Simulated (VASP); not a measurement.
RhC, 4 atoms in the cell. The structure is orthorhombic, space group Cmmm (No. 65). Conventional cell: a = 4.185 Å, b = 4.616 Å, c = 5.312 Å, α = 90.00°, β = 90.00°, γ = 90.00°. Within 2.6 Å of Rh (site symmetry mm2) lie 2 C at 1.95 Å. C (site symmetry 2mm) has 1 C at 1.36 Å within 1.8 Å. 

```yaml
Program: VASP 6.6.1
Task: single point
Functional: PBE
Potentials_or_basis: VASP PAW PBE potentials, release 64 (Rh_pv, C)
Cutoff: 520 eV
k_mesh: 6 × 6 × 6
Occupations: gaussian, width 0.1 eV
Spin: no spin polarisation
Dipole_correction: no
Further_INCAR_settings: ALGO = Normal; EDIFF = 1e-06; NBANDS = 27
```

Potentials or basis: VASP PAW PBE potentials, release 64 (Rh_pv, C).

The run is started by

```bash
$ cat potpaw_PBE.64/Rh_pv/POTCAR potpaw_PBE.64/C/POTCAR > POTCAR
$ mpirun -np 1 vasp_std > vasp.out
```

Hardware: 1 thread of Intel(R) Xeon(R) 6975P-C (Granite Rapids) (shared host).

**Question.** How long does it take, and how much memory?

**Answer.** Wall time 22 s on 1 thread of Intel(R) Xeon(R) 6975P-C (Granite Rapids), on a shared host, peak memory 0.19 GiB. Counts: scf iterations 13, k points 52.
